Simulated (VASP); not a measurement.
# BaS (Fm-3m) in VASP: elastic constants with LDA

Aim: the elastic constants of BaS with LDA.

Everything below comes from runs of VASP 6.6.1. Logs are shortened: lines on timing, memory, paths and dates and some standing lists are left out, and cuts for length are marked.

## (1) The cell of the first run

Symmetry: Fm-3m, No. 225, cubic system. The conventional cell has a = 6.272 Å, b = 6.272 Å, c = 6.272 Å, α = 90.00°, β = 90.00°, γ = 90.00°. Ba (site symmetry m-3m) has 6 S at 3.14 Å within 4.1 Å. S (site symmetry m-3m) has 6 Ba at 3.14 Å within 4.1 Å.

## (2) Elastic constants, LDA

INCAR reads:

```
ALGO     = Normal         # electronic algorithm
EDIFF    = 1E-8           # SCF threshold, eV
ENCUT    = 600            # plane-wave cutoff, eV
IBRION   = 6              # ionic algorithm
ISIF     = 3              # what is computed and relaxed
ISMEAR   = 0              # smearing method
LASPH    = T              # aspherical terms in the spheres
LCHARG   = F              # write CHGCAR
LREAL    = F              # projectors in reciprocal space
LWAVE    = F              # write WAVECAR
NBANDS   = 15             # bands
NELM     = 80             # most SCF steps
NFREE    = 2            
NSW      = 1              # ionic steps
POTIM    = 0.015          # step
PREC     = Accurate       # precision mode
SIGMA    = 0.01           # smearing width, eV
```

KPOINTS reads:

```
k-points
0
Gamma
  6 6 6
```

POSCAR reads:

```
BaS
1.0
    0.0000000000      3.1358147050      3.1358147050
    3.1358147050      0.0000000000      3.1358147050
    3.1358147050      3.1358147050      0.0000000000
Ba S
1 1
Direct
    0.0000000000      0.0000000000      0.0000000000
    0.5000000000      0.5000000000      0.5000000000
```

Potentials or basis: VASP PAW LDA potentials, release 64 (Ba_sv, S).

Command:

```sh
> cat potpaw_LDA.64/Ba_sv/POTCAR potpaw_LDA.64/S/POTCAR > POTCAR
> mpirun -np 1 vasp_std > vasp.out
```

OUTCAR:

```text
EDIFF = 1E-8
   ENCUT = 600
   IBRION = 6
   ISIF = 3
   ISMEAR = 0
   LASPH = T
   LREAL = F
   NELM = 80
   NFREE = 2
   NSW = 1
   POTIM = 0.015
   PREC = Accurate

 ion  position               nearest neighbor table
   1  0.000  0.000  0.000-   2 3.14   2 3.14   2 3.14   2 3.14   2 3.14   2 3.14
   2  0.500  0.500  0.500-   1 3.14   1 3.14   1 3.14   1 3.14   1 3.14   1 3.14

  LATTYP: Found a face centered cubic cell.
 ALAT       =     6.2716294100

  Lattice vectors:

 A1 = (   0.0000000000,   3.1358147050,   3.1358147050)
 A2 = (   3.1358147050,   0.0000000000,   3.1358147050)
 A3 = (   3.1358147050,   3.1358147050,   0.0000000000)

Analysis of symmetry for initial positions (statically):
=====================================================================
 Subroutine PRICEL returns:
 Original cell was already a primitive cell.

 Routine SETGRP: Setting up the symmetry group for a
 face centered cubic supercell.

 Subroutine GETGRP returns: Found 48 space group operations
 (whereof 48 operations were pure point group operations)
 out of a pool of 48 trial point group operations.

The static configuration has the point symmetry O_h .

Analysis of symmetry for dynamics (positions and initial velocities):
=====================================================================
 Subroutine PRICEL returns:
 Original cell was already a primitive cell.

 Routine SETGRP: Setting up the symmetry group for a
 face centered cubic supercell.

 Subroutine GETGRP returns: Found 48 space group operations
 (whereof 48 operations were pure point group operations)
 out of a pool of 48 trial point group operations.

The dynamic configuration has the point symmetry O_h .

 Subroutine INISYM returns: Found 48 space group operations
 (whereof 48 operations are pure point group operations),
 and found     1 'primitive' translations

----------------------------------------------------------------------------------------

                                     Primitive cell

  volume of cell :      61.6710

  direct lattice vectors                    reciprocal lattice vectors
     0.000000000  3.135814705  3.135814705    -0.159448197  0.159448197  0.159448197
     3.135814705  0.000000000  3.135814705     0.159448197 -0.159448197  0.159448197
     3.135814705  3.135814705  0.000000000     0.159448197  0.159448197 -0.159448197

  length of vectors
     4.434711685  4.434711685  4.434711685     0.276172378  0.276172378  0.276172378

  position of ions in fractional coordinates (direct lattice)
     0.000000000  0.000000000  0.000000000
     0.500000000  0.500000000  0.500000000

  ion indices of the primitive-cell ions
   primitive index   ion index
                 1           1
                 2           2

----------------------------------------------------------------------------------------

 KPOINTS: k-points

Automatic generation of k-mesh.
 Grid dimensions read from file:
 generate k-points for:    6    6    6

 Generating k-lattice:

  Cartesian coordinates                     Fractional coordinates (reciprocal lattice)
    -0.026574699  0.026574699  0.026574699     0.166666667  0.000000000  0.000000000
     0.026574699 -0.026574699  0.026574699     0.000000000  0.166666667  0.000000000
     0.026574699  0.026574699 -0.026574699     0.000000000  0.000000000  0.166666667

  Length of vectors
     0.046028730  0.046028730  0.046028730

  Shift w.r.t. Gamma in fractional coordinates (k-lattice)
     0.000000000  0.000000000  0.000000000

[... 211 lines left out ...]
      7       1.4775      2.00000
      8       1.4775      2.00000
      9       4.9549      0.00000
     10       5.0865      0.00000
     11       5.1957      0.00000
     12       5.1957      0.00000
     13       6.1551      0.00000
     14       6.2346      0.00000
[... 401 lines left out ...]
      2     -10.2671      2.00000
      3      -9.8318      2.00000
      4      -9.6814      2.00000
      5      -8.3602      2.00000
      6       0.6353      2.00000
      7       0.9058      2.00000
      8       1.0369      2.00000
      9       3.9753      0.00000
     10       7.6181      0.00000
     11       8.0162      0.00000
     12       8.3647      0.00000
     13       8.6549      0.00000
     14       9.5936      0.00000
     15      10.5996      0.00000

 [... further k-points ...]

[... ionic steps 4 to 14 ...]

--------------------------------------- Ionic step       15  -------------------------------------------

 number of electron      15.9999998 magnetization

------------------------ aborting loop because EDIFF is reached ----------------------------------------
[... 67 lines left out ...]
--------------------------------------- Ionic step       17  -------------------------------------------

 number of electron      15.9999999 magnetization

 Free energy of the ion-electron system (eV)
  ---------------------------------------------------
  ext. energy  EPLUGINS =         0.00000000
  ---------------------------------------------------
  free energy    TOTEN  =       -11.17214369 eV

  energy without entropy =      -11.17214369  energy(sigma->0) =      -11.17214369

 E-fermi :   1.5933     XC(G=0):  -9.2161

 val. band max:        1.5416105650   @ k =   0.0000   0.0000   0.0000
 cond. band min:       3.3388849526   @ k =   0.0000   0.5000   0.5000
 fundamental gap:      1.7972743876
 Fermi energy:         1.5933385155

 k-point     1 :       0.0000    0.0000    0.0000
  band No.  band energies     occupation
      1     -24.2985      2.00000
      2      -9.3640      2.00000
      3      -9.3633      2.00000
      4      -9.3633      2.00000
      5      -8.8594      2.00000
      6       1.5415      2.00000
      7       1.5415      2.00000
      8       1.5416      2.00000
      9       5.1267      0.00000
     10       5.2405      0.00000
     11       5.2410      0.00000
     12       5.2410      0.00000
     13       6.2862      0.00000
     14       6.2871      0.00000
[... 401 lines left out ...]
      2     -10.3624      2.00000
      3      -9.8101      2.00000
      4      -9.4937      2.00000
      5      -7.8787      2.00000
      6       0.1500      2.00000
      7       0.6434      2.00000
      8       1.0194      2.00000
      9       5.4469      0.00000
     10       6.9124      0.00000
     11       7.8610      0.00000
     12       8.0791      0.00000
     13       9.9118      0.00000
     14      10.2660      0.00000
     15      11.9625      0.00000

 [... further k-points ...]

------------------------ aborting loop because EDIFF is reached ----------------------------------------

  FORCE on cell =-STRESS in cart. coord.  units (eV):
  Direction    XX          YY          ZZ          XY          YZ          ZX
  --------------------------------------------------------------------------------------
  -------------------------------------------------------------------------------------
  Total        0.3082615      0.3031128      0.3031128     -0.0000000      0.0000000      0.0000000
  in kB        8.0084544      7.8746953      7.8746953     -0.0000000      0.0000000      0.0000000
  external PRESSURE =       7.9192816 kB  Pullay stress =       0.0000000 kB
[... 17 lines left out ...]
  FREE ENERGIE OF THE ION-ELECTRON SYSTEM (eV)
  ---------------------------------------------------
  free  energy   TOTEN  =       -11.1721436908 eV

  energy  without entropy=      -11.1721436908  energy(sigma->0) =      -11.17214369

 INTERNAL STRAIN TENSORS FROM STRAINED CELLS
 ============================================

 INTERNAL STRAIN TENSOR FOR ION    1 for displacements in x,y,z  (eV/Angst):
          X           Y           Z          XY          YZ          ZX
  --------------------------------------------------------------------------------
  x     0.00000    -0.00000    -0.00000     0.00000    -0.00000     0.00000
  y    -0.00000     0.00000     0.00000     0.00000    -0.00000    -0.00000
  z    -0.00000     0.00000    -0.00000    -0.00000     0.00000     0.00000

 INTERNAL STRAIN TENSORS FROM DISPLACED ATOMS
 ============================================

 INTERNAL STRAIN TENSOR FOR ION    1 for displacements in x,y,z  (eV/Angst):
          X           Y           Z          XY          YZ          ZX
  --------------------------------------------------------------------------------
  x     0.00000     0.00000     0.00000     0.00000     0.00000     0.00000
  y     0.00000     0.00000     0.00000     0.00000     0.00000     0.00000
  z     0.00000     0.00000     0.00000     0.00000     0.00000     0.00000

 INTERNAL STRAIN TENSOR FOR ION    2 for displacements in x,y,z  (eV/Angst):
          X           Y           Z          XY          YZ          ZX
  --------------------------------------------------------------------------------
  x     0.00000     0.00000     0.00000     0.00000     0.00000     0.00000
  y     0.00000     0.00000     0.00000     0.00000     0.00000     0.00000
  z     0.00000     0.00000     0.00000     0.00000     0.00000     0.00000

 Eigenvectors and eigenvalues of the dynamical matrix
 ----------------------------------------------------

   1 f  =    4.745860 THz    29.819119 2PiTHz  158.304857 cm-1    19.627292 meV
             X         Y         Z           dx          dy          dz
      0.000000  0.000000  0.000000     0.000000    0.435101   -0.000000
      3.135815  3.135815  3.135815     0.000000   -0.900382   -0.000000
[... 21 lines left out ...]
   6 f/i=    0.000081 THz     0.000511 2PiTHz    0.002713 cm-1     0.000336 meV
             X         Y         Z           dx          dy          dz
      0.000000  0.000000  0.000000    -0.860472   -0.263492   -0.029111
      3.135815  3.135815  3.135815    -0.415815   -0.127330   -0.014068

--------------------------------------------------------------------------------------------------------

 ELASTIC MODULI CONTR FROM IONIC RELAXATION (kBar)
 Direction    XX          YY          ZZ          XY          YZ          ZX
 --------------------------------------------------------------------------------
 XX           0.0000      0.0000      0.0000      0.0000      0.0000      0.0000
 YY           0.0000      0.0000      0.0000      0.0000      0.0000      0.0000
 ZZ           0.0000      0.0000      0.0000      0.0000      0.0000      0.0000
 XY           0.0000      0.0000      0.0000      0.0000      0.0000      0.0000
 YZ           0.0000      0.0000      0.0000      0.0000      0.0000      0.0000
 ZX           0.0000      0.0000      0.0000      0.0000      0.0000      0.0000
 --------------------------------------------------------------------------------

 TOTAL ELASTIC MODULI (kBar)
 Direction    XX          YY          ZZ          XY          YZ          ZX
 --------------------------------------------------------------------------------
 XX        1251.2151    172.5651    172.5651     -0.0000     -0.0000     -0.0000
 YY         172.5651   1251.2151    172.5651      0.0000     -0.0000      0.0000
 ZZ         172.5651    172.5651   1251.2151     -0.0000      0.0000      0.0000
 XY          -0.0000      0.0000     -0.0000    182.7998      0.0000      0.0000
 YZ          -0.0000     -0.0000      0.0000      0.0000    182.7998      0.0000
 ZX          -0.0000      0.0000      0.0000      0.0000      0.0000    182.7998
 --------------------------------------------------------------------------------
```

Wall time 6.3 min (1 thread of Intel Xeon Platinum 8259CL at 2.50GHz (Skylake/Cascade Lake), shared host); peak memory 0.26 GiB.

Results:

| Property | Result |
| --- | --- |
| Elastic constants C11, C12, C44 | 125, 17, 18 GPa |
| Voigt bulk modulus | 53 GPa |
| Highest phonon frequency at Γ, LO-TO splitting left out | 158 cm⁻¹ |

Phonon frequencies in cm⁻¹ (negative: imaginary):
```
              q point        frequencies
(0.000, 0.000, 0.000)  0 0 0 158 158 158
```

Elastic tensor in Voigt notation (GPa, in the Cartesian axes of the cell as first typed):
```
125  17  17   0   0   0
 17 125  17   0   0   0
 17  17 125   0   0   0
  0   0   0  18   0   0
  0   0   0   0  18   0
  0   0   0   0   0  18
```

Clamped-ion elastic tensor (GPa):
```
125  17  17   0   0   0
 17 125  17   0   0   0
 17  17 125   0   0   0
  0   0   0  18   0   0
  0   0   0   0  18   0
  0   0   0   0   0  18
```

Caveat: spin-orbit coupling is left out, which moves the levels of the heavy elements.
